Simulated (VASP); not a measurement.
# H (P6_3/mmc) in VASP: notebook

H is run at these levels: PBE; tasks: single point.

Everything below comes from runs of VASP 6.6.1. Logs are shortened: lines on timing, memory, paths and dates and some standing lists are left out, and cuts for length are marked.

## Step 1: The cell of the first run

Symmetry: P6_3/mmc, No. 194, hexagonal system. Conventional cell: a = 5.600 Å, b = 5.600 Å, c = 3.959 Å, α = 90.00°, β = 90.00°, γ = 120.00°. H (site symmetry -6m2) has 8 H at 3.79 to 3.96 Å within 5.0 Å.

## Step 2: Single point, PBE, collinear spin, ferromagnetic start (volume 53.770 Å^3 an atom, c/a of the conventional cell 0.7070)

The input, INCAR:

```
SYSTEM = H
ALGO     = Normal         ! electronic algorithm
EDIFF    = 1E-6           ! SCF threshold, eV
ENCUT    = 520            ! plane-wave cutoff, eV
GGA      = PE             ! functional
ISIF     = 2              ! what is computed and relaxed
ISMEAR   = 0              ! smearing method
ISPIN    = 2              ! spin polarisation
LASPH    = .True.         ! aspherical terms in the spheres
LCHARG   = .False.        ! write CHGCAR
LORBIT   = 11             ! projections on sites
LREAL    = .False.        ! projectors in reciprocal space
LWAVE    = .False.        ! write WAVECAR
MAGMOM   = 1.05 1.05      ! initial moments
NBANDS   = 12             ! bands
NELM     = 150            ! most SCF steps
PREC     = Accurate       ! precision mode
SIGMA    = 0.05           ! smearing width, eV
```

The input, KPOINTS:

```
k-points
0
Gamma
  6 6 6
  0 0 0
```

The input, POSCAR:

```
H
1.0
    5.6002402964      0.0000000000      0.0000000000
   -2.8001201482      4.8499503640      0.0000000000
    0.0000000000      0.0000000000      3.9593698896
H
2
Direct
    0.3333333333      0.6666666667      0.2500000000
    0.6666666667      0.3333333333      0.7500000000
```

Potentials or basis: VASP PAW PBE potentials, release 64 (H).

Command:

```sh
> cat potpaw_PBE.64/H/POTCAR > POTCAR
> mpirun -np 1 vasp_std > vasp.out
```

OUTCAR:

```text
SYSTEM = H
   EDIFF = 1E-6
   ENCUT = 520
   GGA = PE
   ISIF = 2
   ISMEAR = 0
   ISPIN = 2
   LASPH = .True.
   LORBIT = 11
   LREAL = .False.
   NELM = 150
   PREC = Accurate

 ion  position               nearest neighbor table
   1  0.333  0.667  0.250-
   2  0.667  0.333  0.750-

  LATTYP: Found a hexagonal cell.
 ALAT       =     5.6002402964
 C/A-ratio  =     0.7070000000

  Lattice vectors:

 A1 = (   5.6002402964,   0.0000000000,   0.0000000000)
 A2 = (  -2.8001201482,   4.8499503640,   0.0000000000)
 A3 = (   0.0000000000,   0.0000000000,   3.9593698896)

Analysis of symmetry for initial positions (statically):
=====================================================================
 Subroutine PRICEL returns:
 Original cell was already a primitive cell.

 Routine SETGRP: Setting up the symmetry group for a
 hexagonal supercell.

 Subroutine GETGRP returns: Found 24 space group operations
 (whereof 12 operations were pure point group operations)
 out of a pool of 24 trial point group operations.

The static configuration has the point symmetry D_3d.
 The point group associated with its full space group is D_6h.

Analysis of symmetry for dynamics (positions and initial velocities):
=====================================================================
 Subroutine PRICEL returns:
 Original cell was already a primitive cell.

 Routine SETGRP: Setting up the symmetry group for a
 hexagonal supercell.

 Subroutine GETGRP returns: Found 24 space group operations
 (whereof 12 operations were pure point group operations)
 out of a pool of 24 trial point group operations.

The dynamic configuration has the point symmetry D_3d.
 The point group associated with its full space group is D_6h.

Analysis of structural, dynamic, and magnetic symmetry:
=====================================================================
 Subroutine PRICEL returns:
 Original cell was already a primitive cell.

 Routine SETGRP: Setting up the symmetry group for a
 hexagonal supercell.

 Subroutine GETGRP returns: Found 24 space group operations
 (whereof 12 operations were pure point group operations)
 out of a pool of 24 trial point group operations.

The overall configuration has the point symmetry D_3d.
 The point group associated with its full space group is D_6h.

 Subroutine INISYM returns: Found 24 space group operations
 (whereof 12 operations are pure point group operations),
 and found     1 'primitive' translations

----------------------------------------------------------------------------------------

                                     Primitive cell

  volume of cell :     107.5400

  direct lattice vectors                    reciprocal lattice vectors
     5.600240296  0.000000000  0.000000000     0.178563766  0.103093839  0.000000000
    -2.800120148  4.849950364  0.000000000     0.000000000  0.206187677  0.000000000
     0.000000000  0.000000000  3.959369890     0.000000000  0.000000000  0.252565440

  length of vectors
     5.600240296  5.600240296  3.959369890     0.206187677  0.206187677  0.252565440

  position of ions in fractional coordinates (direct lattice)
     0.333333333  0.666666667  0.250000000
     0.666666667  0.333333333  0.750000000

  ion indices of the primitive-cell ions
   primitive index   ion index
                 1           1
                 2           2

----------------------------------------------------------------------------------------

 KPOINTS: k-points

Automatic generation of k-mesh.
 Grid dimensions read from file:
 generate k-points for:    6    6    6

 Generating k-lattice:

  Cartesian coordinates                     Fractional coordinates (reciprocal lattice)
     0.029760628  0.017182306  0.000000000     0.166666667  0.000000000  0.000000000
     0.000000000  0.034364613  0.000000000     0.000000000  0.166666667  0.000000000
     0.000000000  0.000000000  0.042094240     0.000000000  0.000000000  0.166666667

  Length of vectors
     0.034364613  0.034364613  0.042094240

  Shift w.r.t. Gamma in fractional coordinates (k-lattice)
     0.000000000  0.000000000  0.000000000

 Subroutine IBZKPT returns following result:
 ===========================================

 Found     28 irreducible k-points:

 Following reciprocal coordinates:
            Coordinates               Weight
  0.000000  0.000000  0.000000      1.000000
  0.166667  0.000000  0.000000      6.000000
  0.333333  0.000000  0.000000      6.000000
  0.500000  0.000000  0.000000      3.000000
  0.166667  0.166667  0.000000      6.000000
  0.333333  0.166667  0.000000     12.000000
[... 16 lines left out ...]
  0.166667  0.000000  0.500000      6.000000
  0.333333  0.000000  0.500000      6.000000
 [... further k-points ...]
   k-points           NKPTS =     28   k-points in BZ     NKDIM =     28   number of bands    NBANDS=     12
   number of dos      NEDOS =    301   number of ions     NIONS =      2
   total plane-waves  NPLWV =  52920
   dimension x,y,z NGX =    42 NGY =   42 NGZ =   30
   dimension x,y,z NGXF=    84 NGYF=   84 NGZF=   60
   ions per type =               2
   NGX,Y,Z   is equivalent  to a cutoff of  12.47, 12.47, 12.60 a.u.
   NGXF,Y,Z  is equivalent  to a cutoff of  24.94, 24.94, 25.19 a.u.
 SYSTEM =  H
   PREC   = accura    normal or accurate (medium, high low for compatibility)
   ISTART =      0    job   : 0-new  1-cont  2-samecut
   ICHARG =      2    charge: 1-file 2-atom 10-const
   ISPIN  =      2    spin polarized calculation?
   LNONCOLLINEAR =      F non collinear calculations
   LSORBIT =      F    spin-orbit coupling
   LASPH  =      T    aspherical Exc in radial PAW
   ENCUT  =  520.0 eV  38.22 Ry    6.18 a.u.  10.41 10.41  7.36*2*pi/ulx,y,z
   NELM   =    150;   NELMIN=  2; NELMDL= -5     # of ELM steps
   EDIFF  = 0.1E-05   stopping-criterion for ELM
   LREAL  =      F    real-space projection
[... 7 lines left out ...]
   TEBEG  =    0.0;   TEEND  =   0.0 temperature during run
   PSTRESS=    0.0 pullay stress
   NELECT =       2.0000    total number of electrons
   NUPDOWN=      -1.0000    fix difference up-down
   EMIN   =  10.00;   EMAX   =-10.00  energy-range for DOS
   EFERMI =   0.00;   METHOD = LEGACY
   ISMEAR =     0;   SIGMA  =   0.05  broadening in eV -4-tet -1-fermi 0-gaus
   EFERMI_NEDOS =   21; number of points for ismear=-14 and -15
   IALGO  =     38    algorithm
   IMIX   =      4    mixing-type and parameters
     AMIX     =   0.40;   BMIX     =  1.00
     AMIX_MAG =   1.60;   BMIX_MAG =  1.00
  volume/ion in A,a.u.               =      53.77       362.86
  Fermi-wavevector in a.u.,A,eV,Ry     =   0.433739  0.819647  2.559654  0.188129
  Thomas-Fermi vector in A             =   1.404326
   LORBIT       =     11    0 simple, 1 ext, 2 COOP (PROOUT), +10 PAW based schemes
   GGA     = PE    functional components
   LHFCALC =     F    Hartree Fock is set to
   AEXX    =    0.0000 exact exchange contribution
   IVDW    =     0    specifies the selected vdW correction
   LEPSILON=     F    determine dielectric tensor
   LRPA    =     F    only Hartree local field effects (RPA)
 spin polarized calculation
 Gauss-broadening in eV      SIGMA  =   0.05
  energy-cutoff  :      520.00
  volume of cell :      107.54
 maximum number of plane-waves:      2943
 NGX is ok and might be reduce to    42
   NGX = 21   NGY = 21   NGZ = 15

 number of electron       1.9999999 magnetization       1.9999999

 Free energy of the ion-electron system (eV)
  ---------------------------------------------------
  ext. energy  EPLUGINS =         0.00000000
  ---------------------------------------------------
  free energy    TOTEN  =        -2.23651388 eV

  energy without entropy =       -2.23651388  energy(sigma->0) =       -2.23651388

 E-fermi :  -6.4859     XC(G=0):   0.5069

 val. band max:       -6.7463134754   @ k =   0.0000   0.0000   0.0000
 cond. band min:      -0.0360116912   @ k =   0.3333   0.3333   0.0000
 fundamental gap:      6.7103017842
 Fermi energy:        -6.4859474694

 spin component 1

 k-point     1 :       0.0000    0.0000    0.0000
  band No.  band energies     occupation
      1      -7.7533      1.00000
      2      -6.7463      1.00000
      3       1.0974      0.00000
      4       2.8366      0.00000
      5       2.8366      0.00000
      6       3.8179      0.00000
      7       3.8179      0.00000
      8       5.7422      0.00000
      9       6.3211      0.00000
     10       6.8237      0.00000
     11       9.7158      0.00000
     12      11.6270      0.00000
[... 331 lines left out ...]
 k-point    24 :       0.3333    0.0000    0.5000
  band No.  band energies     occupation
      1      -6.9914      1.00000
      2      -6.9914      1.00000
      3       1.1981      0.00000
      4       1.1981      0.00000
      5       3.6861      0.00000
      6       3.6861      0.00000
      7       4.1764      0.00000
      8       4.1764      0.00000
      9       6.6934      0.00000
     10       6.6934      0.00000
     11       8.7530      0.00000
     12       8.7530      0.00000

 [... further k-points ...]

 spin component 2

 k-point     1 :       0.0000    0.0000    0.0000
  band No.  band energies     occupation
      1       2.8525      0.00000
      2       8.3084      0.00000
      3       8.3086      0.00000
      4       9.9691      0.00000
      5      10.5202      0.00000
      6      10.5203      0.00000
      7      11.6259      0.00000
      8      12.3841      0.00000
      9      13.8635      0.00000
     10      17.8297      0.00000
     11      17.9904      0.00000
     12      17.9908      0.00000
[... 331 lines left out ...]
 k-point    24 :       0.3333    0.0000    0.5000
  band No.  band energies     occupation
      1       5.6631      0.00000
      2       5.6631      0.00000
      3       8.5794      0.00000
      4       8.5794      0.00000
      5      10.0771      0.00000
      6      10.0771      0.00000
      7      12.0782      0.00000
      8      12.0782      0.00000
      9      14.9132      0.00000
     10      14.9132      0.00000
     11      15.3571      0.00000
     12      15.3571      0.00000

 [... further k-points ...]
[... 5 lines left out ...]
  --------------------------------------------------------------------------------------
  -------------------------------------------------------------------------------------
  Total        0.0151702      0.0151702      0.0295632      0.0000000      0.0000000      0.0000000
  in kB        0.2260122      0.2260122      0.4404455      0.0000000      0.0000000      0.0000000
  external PRESSURE =       0.2974899 kB  Pullay stress =       0.0000000 kB

 VOLUME and BASIS-vectors are now :
 -----------------------------------------------------------------------------
  energy-cutoff  :      520.00
  volume of cell :      107.54
      direct lattice vectors                 reciprocal lattice vectors
     5.600240296  0.000000000  0.000000000     0.178563766  0.103093839  0.000000000
    -2.800120148  4.849950364  0.000000000     0.000000000  0.206187677  0.000000000
     0.000000000  0.000000000  3.959369890     0.000000000  0.000000000  0.252565440

 POSITION                                       TOTAL-FORCE (eV/Angst)
 -----------------------------------------------------------------------------------
     -0.00000      3.23330      0.98984         0.000000     -0.000000      0.000000
      2.80012      1.61665      2.96953        -0.000000      0.000000      0.000000
 -----------------------------------------------------------------------------------
    total drift:                               -0.000000      0.000000     -0.000000

  FREE ENERGIE OF THE ION-ELECTRON SYSTEM (eV)
  ---------------------------------------------------
  free  energy   TOTEN  =        -2.2365138795 eV

  energy  without entropy=       -2.2365138795  energy(sigma->0) =       -2.23651388

 total charge

# of ion       s       p       d       tot
------------------------------------------
    1        0.381   0.000   0.000   0.381
    2        0.381   0.000   0.000   0.381
--------------------------------------------------
tot          0.761   0.000   0.000   0.761

 magnetization (x)

# of ion       s       p       d       tot
------------------------------------------
    1        0.381   0.000   0.000   0.381
    2        0.381   0.000   0.000   0.381
--------------------------------------------------
tot          0.761   0.000   0.000   0.761
```

Wall time 34 s (1 thread of Intel Xeon 6975P-C (Granite Rapids), shared host); peak memory 0.26 GiB.

What came out:

```
Free energy                                           : -2.2365 eV
Pressure                                              : 0.0 GPa
Band gap on the k mesh                                : 6.71 eV, indirect (least direct gap 7.20 eV)
Net moment                                            : 2.00 μB per cell
Site moments                                          : H +0.38 μB
Valence electrons inside the program's atomic spheres : H 0.38
```

 A k mesh can miss the band edges.

## Step 3: Single point, PBE, collinear spin, ferromagnetic start (volume 53.770 Å^3 an atom, c/a of the conventional cell 0.9011)

The input, INCAR:

```
SYSTEM = H
PREC     = Accurate       ! precision mode
ENCUT    = 520            ! plane-wave cutoff, eV
EDIFF    = 1E-6           ! SCF threshold, eV
ISMEAR   = 0              ! smearing method
SIGMA    = 0.05           ! smearing width, eV
LREAL    = .False.        ! projectors in reciprocal space
LASPH    = .True.         ! aspherical terms in the spheres
NELM     = 150            ! most SCF steps
ALGO     = Normal         ! electronic algorithm
ISIF     = 2              ! what is computed and relaxed
LWAVE    = .False.        ! write WAVECAR
LCHARG   = .False.        ! write CHGCAR
ISPIN    = 2              ! spin polarisation
MAGMOM   = 1.05 1.05      ! initial moments
LORBIT   = 11             ! projections on sites
GGA      = PE             ! functional
NBANDS   = 12             ! bands
```

The input, KPOINTS:

```
Automatic mesh
0
Gamma
  6 6 6
  0 0 0
```

The input, POSCAR:

```
H
1.0
    5.1652197576      0.0000000000      0.0000000000
   -2.5826098788      4.4732115262      0.0000000000
    0.0000000000      0.0000000000      4.6543795236
H
2
Direct
    0.3333333333      0.6666666667      0.2500000000
    0.6666666667      0.3333333333      0.7500000000
```

Potentials or basis: VASP PAW PBE potentials, release 64 (H).

Command:

```sh
> cat potpaw_PBE.64/H/POTCAR > POTCAR
> mpirun -np 1 vasp_std > vasp.out
```

It took 31 s on 1 thread of Intel Xeon 6975P-C (Granite Rapids), shared host; peak memory 0.27 GiB.

The run converged. Its results:

```yaml
Free_energy: -2.2381 eV
Pressure: 0.0 GPa
Band_gap_on_the_k_mesh: 6.90 eV, indirect (least direct gap 7.32 eV)
Net_moment: 2.00 μB per cell
Site_moments: H +0.38 μB
Valence_electrons_inside_the_program's_atomic_spheres: H 0.38
```

Levels at points of the mesh, in eV from the valence-band top:
Spin up:
| k point | band 1 | band 2 | band 3 | band 4 | band 5 | band 6 | band 7 |
| --- | --- | --- | --- | --- | --- | --- | --- |
| (0.00, 0.00, 0.00) | -1.04 | 0.00 | 7.88 | 10.13 | 10.42 | 10.42 | 11.42 |
| (0.50, 0.00, 0.00) | -0.65 | -0.32 | 7.01 | 9.06 | 9.09 | 11.49 | 11.50 |
| (0.00, 0.00, 0.50) | -0.48 | -0.48 | 7.91 | 7.91 | 11.85 | 11.85 | 11.85 |
| (0.50, 0.00, 0.50) | -0.39 | -0.39 | 7.56 | 7.56 | 9.98 | 9.98 | 10.74 |
Spin down:
```csv
k point,band 1,band 2,band 3,band 4,band 5
"(0.00, 0.00, 0.00)",9.76,16.27,16.38,16.38,16.62
"(0.50, 0.00, 0.00)",10.77,12.67,15.30,16.13,17.64
"(0.00, 0.00, 0.50)",11.46,11.46,18.06,18.06,18.06
"(0.50, 0.00, 0.50)",12.48,12.48,14.28,14.28,17.02
```

 A k mesh can miss the band edges.

[end of part 1 of 2]
